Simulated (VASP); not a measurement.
# Be3N2 (P1) in VASP: further runs, part 2 of 2

VASP 6.6.1. The steps go on from the part before.

### Step 4. Single point, LDA (all Be atoms moved +0.013 Å, as atom 1 along Cartesian [1 1 1])

INCAR reads:

```
PREC = Accurate
ENCUT = 520
EDIFF = 1E-6
ISMEAR = 0
SIGMA = 0.05
LREAL = False
LASPH = True
NELM = 60
ALGO = Normal
ISIF = 2
LWAVE = False
LCHARG = False
GGA = CA
NBANDS = 16
```

KPOINTS reads:

```
Automatic mesh
0
Gamma
  9 9 6
```

POSCAR reads:

```
Be3N2
1.0
    2.8177777140      0.0000000000      0.0000000000
   -1.4088888570      2.4402670826      0.0000000000
    0.0000000000      0.0000000000      4.6670220000
Be N
3 2
Direct
    0.0040399017      0.0029574133      0.0015463562
    0.6707065684      0.3362907466      0.6511793562
    0.3373732351      0.6696240800      0.3519133562
    0.3333333333      0.6666666667      0.7470580000
    0.6666666667      0.3333333333      0.2529420000
```

Potentials or basis: VASP PAW LDA potentials, release 64 (Be, N).

Started as:

```
cat potpaw_LDA.64/Be/POTCAR potpaw_LDA.64/N/POTCAR > POTCAR
mpirun -np 1 vasp_std > vasp.out
```

OUTCAR:

```text
PREC = Accurate
   ENCUT = 520
   EDIFF = 1E-6
   ISMEAR = 0
   LREAL = False
   LASPH = True
   NELM = 60
   ISIF = 2
   GGA = CA

 ion  position               nearest neighbor table
   1  0.004  0.003  0.002-   5 2.00   5 2.01   4 2.01   5 2.01   4 2.01   4 2.02   3 2.31   2 2.31
                             3 2.31   2 2.31   3 2.31   2 2.31
   2  0.671  0.336  0.651-   4 1.68   4 1.69   4 1.69   5 1.86   3 2.14   3 2.14   3 2.14   1 2.31
                             1 2.31   1 2.31
   3  0.337  0.670  0.352-   5 1.68   5 1.69   5 1.70   4 1.84   2 2.14   2 2.14   2 2.14   1 2.31
                             1 2.31   1 2.31
   4  0.333  0.667  0.747-   2 1.68   2 1.69   2 1.69   3 1.84   1 2.01   1 2.01   1 2.02
   5  0.667  0.333  0.253-   3 1.68   3 1.69   3 1.70   2 1.86   1 2.00   1 2.01   1 2.01

  LATTYP: Found a hexagonal cell.
 ALAT       =     2.8177777140
 C/A-ratio  =     1.6562775611

  Lattice vectors:

 A1 = (   2.8177777140,   0.0000000000,   0.0000000000)
 A2 = (  -1.4088888570,   2.4402670826,   0.0000000000)
 A3 = (   0.0000000000,   0.0000000000,   4.6670220000)

Analysis of symmetry for initial positions (statically):
=====================================================================
 Subroutine PRICEL returns:
[... 181 lines left out ...]
 cond. band min:      10.9990562480   @ k =   0.4444  -0.4444   0.3333
 fundamental gap:      4.2341261171
 Fermi energy:         7.0182515753

 k-point     1 :       0.0000    0.0000    0.0000
  band No.  band energies     occupation
      1     -10.1358      2.00000
      2      -7.5222      2.00000
      3      -1.4662      2.00000
      4       5.2982      2.00000
      5       5.3001      2.00000
      6       6.4187      2.00000
[... 433 lines left out ...]
      3       0.1134      2.00000
      4       0.5699      2.00000
      5       1.6715      2.00000
      6       2.9109      2.00000
[... 8 lines left out ...]
     15      19.7296      0.00000
     16      20.6016      0.00000

 [... further k-points ...]
[... 5 lines left out ...]
  --------------------------------------------------------------------------------------
  -------------------------------------------------------------------------------------
  Total       -1.9415454     -1.9452721     -1.7803580      0.0047031      0.0012904      0.0033094
  in kB      -96.9335680    -97.1196252    -88.8861270      0.2348082      0.0644225      0.1652239
  external PRESSURE =     -94.3131067 kB  Pullay stress =       0.0000000 kB

 VOLUME and BASIS-vectors are now :
 -----------------------------------------------------------------------------
  energy-cutoff  :      520.00
  volume of cell :       32.09
      direct lattice vectors                 reciprocal lattice vectors
     2.817777714  0.000000000  0.000000000     0.354889598  0.204895605  0.000000000
    -1.408888857  2.440267083  0.000000000     0.000000000  0.409791210  0.000000000
     0.000000000  0.000000000  4.667022000     0.000000000  0.000000000  0.214269399

 POSITION                                       TOTAL-FORCE (eV/Angst)
 -----------------------------------------------------------------------------------
      0.00722      0.00722      0.00722         0.020137      0.020152      0.023618
      1.41611      0.82064      3.03907        -0.089775     -0.087659     -0.019733
      0.00722      1.63406      1.64239        -0.083405     -0.085461     -0.031351
     -0.00000      1.62684      3.48654         0.079618      0.077615     -0.082639
      1.40889      0.81342      1.18049         0.073425      0.075353      0.110105
 -----------------------------------------------------------------------------------
    total drift:                                0.000003      0.000002      0.000010

  FREE ENERGIE OF THE ION-ELECTRON SYSTEM (eV)
  ---------------------------------------------------
  free  energy   TOTEN  =       -35.9544089413 eV

  energy  without entropy=      -35.9544089413  energy(sigma->0) =      -35.95440894
```

Wall time 45 s (1 thread of AMD EPYC 9R45 (Zen 5), shared host); peak memory 0.18 GiB.

Results:

| Quantity | Value |
| --- | --- |
| Free energy | -35.9544 eV |
| Pressure | -9.4 GPa |
| Largest force | 0.152 eV/Å |
| Band gap on the k mesh | 4.23 eV (least direct gap 5.94 eV) |

Forces on the atoms (eV/Å):
```
Be   0.020  0.020  0.024
Be  -0.090 -0.088 -0.020
Be  -0.083 -0.085 -0.031
N    0.080  0.078 -0.083
N    0.073  0.075  0.110
```

Stress tensor (GPa, compression positive):
```
-9.69  0.02  0.02
 0.02 -9.71  0.01
 0.02  0.01 -8.89
```

Levels at points of the mesh, in eV from the valence-band top:
```csv
k point,band 4,band 5,band 6,band 7,band 8,band 9,band 10,band 11,band 12,band 13
"(0.00, 0.00, 0.00)",-1.47,-1.46,-0.35,-0.35,-0.04,6.48,7.16,8.19,8.19,10.86
"(0.00, 0.00, 0.50)",-3.85,-1.25,-1.24,-0.54,-0.54,6.66,7.79,7.79,8.92,9.62
```

Caveat: the cell differs from its parent crystal (all Be atoms moved +0.013 Å, as atom 1 along Cartesian [1 1 1]); the cell stands under tension.

### Step 5. The runs side by side

```csv
cell,gap on the mesh (eV),pressure (GPa),largest force (eV/Å)
"as given, atomic positions A",4.23,-8.9,0.71
"as given, atomic positions B",4.23,-9.3,0.40
"as given, atomic positions C",4.23,-9.4,0.15
```

Alike in all rows: task single point; level LDA; potentials or basis VASP PAW LDA potentials, release 64 (Be, N); no spin polarisation; k mesh 9 × 9 × 6; cutoff (eV) 520; smearing gaussian 0.05 eV.

Caveats: the cell stands under tension.

Total energies depend on the potentials used, so only differences within one code and one set of settings carry meaning.
